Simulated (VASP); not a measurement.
# CdAu (P-6m2) in VASP: single point with LDA

Aim: the single point of CdAu with LDA.

All numbers are computed with VASP 6.6.1; they aren't measurements. Logs are shortened: lines on timing, memory, paths and dates and some standing lists are left out, and cuts for length are marked.

## (1) The cell of the first run

Symmetry: P-6m2, No. 187, hexagonal system. Conventional cell: a = 3.090 Å, b = 3.090 Å, c = 4.601 Å, α = 90.00°, β = 90.00°, γ = 120.00°. Cd (site symmetry -6m2) has 6 Au at 2.91 Å and 6 Cd at 3.09 Å within 3.8 Å. Within 3.8 Å of Au (site symmetry -6m2) lie 6 Cd at 2.91 Å and 6 Au at 3.09 Å.

## (2) Single point, LDA

File INCAR:

```
SYSTEM = CdAu
PREC = Accurate
ENCUT = 520
EDIFF = 1E-6
ISMEAR = 0
SIGMA = 0.15
LREAL = .FALSE.
LASPH = .TRUE.
NELM = 80
ALGO = Fast
ISIF = 2
LWAVE = .FALSE.
LCHARG = .FALSE.
NBANDS = 18
```

File KPOINTS:

```
regular mesh
0
G
  21 21 12
  0 0 0
```

File POSCAR:

```
CdAu
1.0
    3.0903320757      0.0000000000      0.0000000000
   -1.5451660378      2.6763060837      0.0000000000
    0.0000000000      0.0000000000      4.6012820500
Cd Au
1 1
Direct
    0.0000000000      0.0000000000      0.0000000000
    0.3333333333      0.6666666667      0.5000000000
```

Potentials or basis: VASP PAW LDA potentials, release 64 (Cd, Au).

The run is started by

```
$ cat potpaw_LDA.64/Cd/POTCAR potpaw_LDA.64/Au/POTCAR > POTCAR
$ mpirun -np 1 vasp_std > vasp.out
```

OUTCAR:

```text
SYSTEM = CdAu
   PREC = Accurate
   ENCUT = 520
   EDIFF = 1E-6
   ISMEAR = 0
   LREAL = .FALSE.
   LASPH = .TRUE.
   NELM = 80
   ISIF = 2

 ion  position               nearest neighbor table
   1  0.000  0.000  0.000-   2 2.91   2 2.91   2 2.91   2 2.91   2 2.91   2 2.91
   2  0.333  0.667  0.500-   1 2.91   1 2.91   1 2.91   1 2.91   1 2.91   1 2.91

  LATTYP: Found a hexagonal cell.
 ALAT       =     3.0903320757
 C/A-ratio  =     1.4889280302

  Lattice vectors:

 A1 = (   3.0903320757,   0.0000000000,   0.0000000000)
 A2 = (  -1.5451660378,   2.6763060837,   0.0000000000)
 A3 = (   0.0000000000,   0.0000000000,   4.6012820500)

Analysis of symmetry for initial positions (statically):
=====================================================================
 Subroutine PRICEL returns:
 Original cell was already a primitive cell.

 Routine SETGRP: Setting up the symmetry group for a
 hexagonal supercell.

 Subroutine GETGRP returns: Found 12 space group operations
 (whereof 12 operations were pure point group operations)
 out of a pool of 24 trial point group operations.

The static configuration has the point symmetry D_3h.

Analysis of symmetry for dynamics (positions and initial velocities):
=====================================================================
 Subroutine PRICEL returns:
 Original cell was already a primitive cell.

 Routine SETGRP: Setting up the symmetry group for a
 hexagonal supercell.

 Subroutine GETGRP returns: Found 12 space group operations
 (whereof 12 operations were pure point group operations)
 out of a pool of 24 trial point group operations.

The dynamic configuration has the point symmetry D_3h.

 Subroutine INISYM returns: Found 12 space group operations
 (whereof 12 operations are pure point group operations),
 and found     1 'primitive' translations

----------------------------------------------------------------------------------------

                                     Primitive cell

  volume of cell :      38.0557

  direct lattice vectors                    reciprocal lattice vectors
     3.090332076  0.000000000  0.000000000     0.323589820  0.186824670  0.000000000
    -1.545166038  2.676306084  0.000000000     0.000000000  0.373649339  0.000000000
     0.000000000  0.000000000  4.601282050     0.000000000  0.000000000  0.217330733

  length of vectors
     3.090332076  3.090332076  4.601282050     0.373649339  0.373649339  0.217330733

  position of ions in fractional coordinates (direct lattice)
     0.000000000  0.000000000  0.000000000
     0.333333333  0.666666667  0.500000000

  ion indices of the primitive-cell ions
   primitive index   ion index
                 1           1
                 2           2

----------------------------------------------------------------------------------------

 KPOINTS: regular mesh

Automatic generation of k-mesh.
 Grid dimensions read from file:
 generate k-points for:   21   21   12

 Generating k-lattice:

  Cartesian coordinates                     Fractional coordinates (reciprocal lattice)
     0.015409039  0.008896413  0.000000000     0.047619048  0.000000000  0.000000000
     0.000000000  0.017792826  0.000000000     0.000000000  0.047619048  0.000000000
     0.000000000  0.000000000  0.018110894     0.000000000  0.000000000  0.083333333

  Length of vectors
     0.017792826  0.017792826  0.018110894

  Shift w.r.t. Gamma in fractional coordinates (k-lattice)
     0.000000000  0.000000000  0.000000000

 Subroutine IBZKPT returns following result:
 ===========================================

 Found    336 irreducible k-points:

 Following reciprocal coordinates:
            Coordinates               Weight
  0.000000  0.000000  0.000000      1.000000
  0.047619  0.000000  0.000000      6.000000
  0.095238  0.000000  0.000000      6.000000
  0.142857  0.000000  0.000000      6.000000
  0.190476  0.000000  0.000000      6.000000
  0.238095  0.000000  0.000000      6.000000
[... 16 lines left out ...]
  0.142857  0.095238  0.000000     12.000000
  0.190476  0.095238  0.000000     12.000000
 [... further k-points ...]
   k-points           NKPTS =    336   k-points in BZ     NKDIM =    336   number of bands    NBANDS=     18
   number of dos      NEDOS =    301   number of ions     NIONS =      2
   total plane-waves  NPLWV =  20736
   dimension x,y,z NGX =    24 NGY =   24 NGZ =   36
   dimension x,y,z NGXF=    48 NGYF=   48 NGZF=   72
   ions per type =               1   1
   NGX,Y,Z   is equivalent  to a cutoff of  12.91, 12.91, 13.01 a.u.
   NGXF,Y,Z  is equivalent  to a cutoff of  25.82, 25.82, 26.01 a.u.
 SYSTEM =  CdAu
   PREC   = accura    normal or accurate (medium, high low for compatibility)
   ISTART =      0    job   : 0-new  1-cont  2-samecut
   ICHARG =      2    charge: 1-file 2-atom 10-const
   ISPIN  =      1    spin polarized calculation?
   LNONCOLLINEAR =      F non collinear calculations
   LSORBIT =      F    spin-orbit coupling
   LASPH  =      T    aspherical Exc in radial PAW
   ENCUT  =  520.0 eV  38.22 Ry    6.18 a.u.   5.75  5.75  8.56*2*pi/ulx,y,z
   NELM   =     80;   NELMIN=  2; NELMDL= -5     # of ELM steps
   EDIFF  = 0.1E-05   stopping-criterion for ELM
   LREAL  =      F    real-space projection
   EDIFFG = 0.1E-04   stopping-criterion for IOM
   NSW    =      0    number of steps for IOM
   IBRION =     -1    ionic relax: 0-MD 1-quasi-New 2-CG
   NFREE  =      0    steps in history (QN), initial steepest desc. (CG)
   ISIF   =      2    stress and relaxation
   ISYM   =      2    0-nonsym 1-usesym 2-fastsym
   POTIM  = 0.5000    time-step for ionic-motion
   TEBEG  =    0.0;   TEEND  =   0.0 temperature during run
   PSTRESS=    0.0 pullay stress
   NELECT =      23.0000    total number of electrons
   NUPDOWN=      -1.0000    fix difference up-down
   EMIN   =  10.00;   EMAX   =-10.00  energy-range for DOS
   EFERMI =   0.00;   METHOD = LEGACY
   ISMEAR =     0;   SIGMA  =   0.15  broadening in eV -4-tet -1-fermi 0-gaus
   EFERMI_NEDOS =   21; number of points for ismear=-14 and -15
   IALGO  =     68    algorithm
   IMIX   =      4    mixing-type and parameters
     AMIX     =   0.40;   BMIX     =  1.00
     AMIX_MAG =   1.60;   BMIX_MAG =  1.00
  volume/ion in A,a.u.               =      19.03       128.41
  Fermi-wavevector in a.u.,A,eV,Ry     =   1.384132  2.615630 26.066333  1.915821
  Thomas-Fermi vector in A             =   2.508665
   LORBIT       =      0    0 simple, 1 ext, 2 COOP (PROOUT), +10 PAW based schemes
   GGA     = CA    functional components
   LHFCALC =     F    Hartree Fock is set to
   AEXX    =    0.0000 exact exchange contribution
   IVDW    =     0    specifies the selected vdW correction
   LEPSILON=     F    determine dielectric tensor
   LRPA    =     F    only Hartree local field effects (RPA)
 non-spin polarized calculation
 RMM-DIIS sequential band-by-band and
 Gauss-broadening in eV      SIGMA  =   0.15
  energy-cutoff  :      520.00
  volume of cell :       38.06
 maximum number of plane-waves:      1040
 NGX is ok and might be reduce to    24
   NGX = 11   NGY = 11   NGZ = 17

 number of electron      23.0000000 magnetization

 Free energy of the ion-electron system (eV)
  ---------------------------------------------------
  ext. energy  EPLUGINS =         0.00000000
  ---------------------------------------------------
  free energy    TOTEN  =        -6.15088104 eV

  energy without entropy =       -6.14415762  energy(sigma->0) =       -6.14751933

 E-fermi :   5.5784     XC(G=0): -12.2032

 val. band max:        5.5629400312   @ k =   0.3810   0.2381   0.3333
 cond. band min:       5.5845479134   @ k =   0.3810   0.2381   0.1667
 fundamental gap:      0.0216078823
 Fermi energy:         5.5783698084

 k-point     1 :       0.0000    0.0000    0.0000
  band No.  band energies     occupation
      1      -3.7945      2.00000
      2      -3.7633      2.00000
      3      -3.3332      2.00000
      4      -3.3332      2.00000
      5      -2.8661      2.00000
      6      -2.8661      2.00000
[... 10 lines left out ...]
     17      21.3826      0.00000
     18      21.9658      0.00000

 k-point     2 :       0.0476    0.0000    0.0000
  band No.  band energies     occupation
      1      -3.7786      2.00000
      2      -3.7092      2.00000
      3      -3.3402      2.00000
      4      -3.3158      2.00000
      5      -2.8832      2.00000
      6      -2.8713      2.00000
[... 10 lines left out ...]
     17      21.4886      0.00000
     18      22.4181      0.00000

 k-point     3 :       0.0952    0.0000    0.0000
  band No.  band energies     occupation
      1      -3.7350      2.00000
      2      -3.5670      2.00000
      3      -3.3391      2.00000
      4      -3.2647      2.00000
      5      -2.9329      2.00000
      6      -2.8863      2.00000
[... 10 lines left out ...]
     17      21.7710      0.00000
     18      22.6268      0.00000

 k-point     4 :       0.1429    0.0000    0.0000
  band No.  band energies     occupation
      1      -3.6780      2.00000
      2      -3.4881      2.00000
      3      -3.1835      2.00000
      4      -3.1695      2.00000
      5      -3.0101      2.00000
      6      -2.9098      2.00000
[... 10 lines left out ...]
     17      21.6669      0.00000
     18      22.0307      0.00000

 k-point     5 :       0.1905    0.0000    0.0000
  band No.  band energies     occupation
      1      -3.6531      2.00000
      2      -3.4754      2.00000
      3      -3.1070      2.00000
      4      -3.0782      2.00000
      5      -2.9395      2.00000
      6      -2.7935      2.00000
[... 10 lines left out ...]
     17      20.5490      0.00000
     18      21.1156      0.00000

 k-point     6 :       0.2381    0.0000    0.0000
  band No.  band energies     occupation
      1      -3.6981      2.00000
      2      -3.4108      2.00000
      3      -3.2144      2.00000
      4      -2.9728      2.00000
      5      -2.9569      2.00000
      6      -2.3066      2.00000
[... 10 lines left out ...]
     17      19.4487      0.00000
     18      19.6167      0.00000

 k-point     7 :       0.2857    0.0000    0.0000
  band No.  band energies     occupation
      1      -3.7710      2.00000
      2      -3.3263      2.00000
      3      -3.3222      2.00000
      4      -3.0066      2.00000
      5      -2.8296      2.00000
      6      -1.7448      2.00000
[... 10 lines left out ...]
     17      18.3735      0.00000
     18      19.1556      0.00000

 k-point     8 :       0.3333    0.0000    0.0000
  band No.  band energies     occupation
      1      -3.8445      2.00000
      2      -3.4209      2.00000
      3      -3.2473      2.00000
      4      -3.0380      2.00000
      5      -2.7075      2.00000
      6      -1.1561      2.00000
[... 10 lines left out ...]
     17      17.3331      0.00000
     18      19.1265      0.00000
[... 229 lines left out ...]
     17      15.9258      0.00000
     18      19.4977      0.00000

 k-point    20 :       0.4286    0.0476    0.0000
  band No.  band energies     occupation
      1      -3.9471      2.00000
      2      -3.5767      2.00000
      3      -3.1249      2.00000
      4      -3.0983      2.00000
      5      -2.5281      2.00000
      6      -0.1788      2.00000
[... 10 lines left out ...]
     17      15.2026      0.00000
     18      19.3910      0.00000

 k-point    21 :       0.4762    0.0476    0.0000
  band No.  band energies     occupation
      1      -3.9590      2.00000
      2      -3.5916      2.00000
      3      -3.1135      2.00000
      4      -3.1033      2.00000
      5      -2.5076      2.00000
      6      -0.1285      2.00000
[... 10 lines left out ...]
     17      14.9049      0.00000
     18      19.3198      0.00000

 k-point    22 :       0.0952    0.0952    0.0000
  band No.  band energies     occupation
      1      -3.6363      2.00000
      2      -3.4576      2.00000
      3      -3.2633      2.00000
      4      -3.0490      2.00000
      5      -2.9354      2.00000
      6      -2.9276      2.00000
[... 10 lines left out ...]
     17      21.2747      0.00000
     18      22.0192      0.00000

 k-point    23 :       0.1429    0.0952    0.0000
  band No.  band energies     occupation
      1      -3.5860      2.00000
      2      -3.4807      2.00000
      3      -3.1519      2.00000
      4      -3.1369      2.00000
      5      -2.9607      2.00000
      6      -2.5637      2.00000
[... 10 lines left out ...]
     17      20.4423      0.00000
     18      21.3992      0.00000

 k-point    24 :       0.1905    0.0952    0.0000
  band No.  band energies     occupation
      1      -3.6225      2.00000
      2      -3.4265      2.00000
      3      -3.2345      2.00000
      4      -3.0300      2.00000
      5      -2.9977      2.00000
      6      -2.0847      2.00000
[... 10 lines left out ...]
     17      19.6218      0.00000
     18      20.5560      0.00000

 [... further k-points ...]
[... 5 lines left out ...]
  --------------------------------------------------------------------------------------
  -------------------------------------------------------------------------------------
  Total       -1.5723090     -1.5723090     -1.7844093     -0.0000000      0.0000000     -0.0000000
  in kB      -66.1955335    -66.1955335    -75.1251350     -0.0000000      0.0000000     -0.0000000
  external PRESSURE =     -69.1720673 kB  Pullay stress =       0.0000000 kB

 VOLUME and BASIS-vectors are now :
 -----------------------------------------------------------------------------
  energy-cutoff  :      520.00
  volume of cell :       38.06
      direct lattice vectors                 reciprocal lattice vectors
     3.090332076  0.000000000  0.000000000     0.323589820  0.186824670  0.000000000
    -1.545166038  2.676306084  0.000000000     0.000000000  0.373649339  0.000000000
     0.000000000  0.000000000  4.601282050     0.000000000  0.000000000  0.217330733

 POSITION                                       TOTAL-FORCE (eV/Angst)
 -----------------------------------------------------------------------------------
      0.00000      0.00000      0.00000        -0.000000      0.000000      0.000000
     -0.00000      1.78420      2.30064         0.000000      0.000000      0.000000
 -----------------------------------------------------------------------------------
    total drift:                                0.000000     -0.000000     -0.000000

  FREE ENERGIE OF THE ION-ELECTRON SYSTEM (eV)
  ---------------------------------------------------
  free  energy   TOTEN  =        -6.1508810368 eV

  energy  without entropy=       -6.1441576203  energy(sigma->0) =       -6.14751933
```

Run time: 3.6 min. Hardware: 1 thread of AMD EPYC 7R13 (Zen 3), shared host; peak memory 0.3 GiB.

What came out:

| Item | Value |
| --- | --- |
| Free energy | -6.1509 eV |
| Pressure | -6.9 GPa |

Caveat: spin-orbit coupling is left out, which moves the levels of the heavy elements.
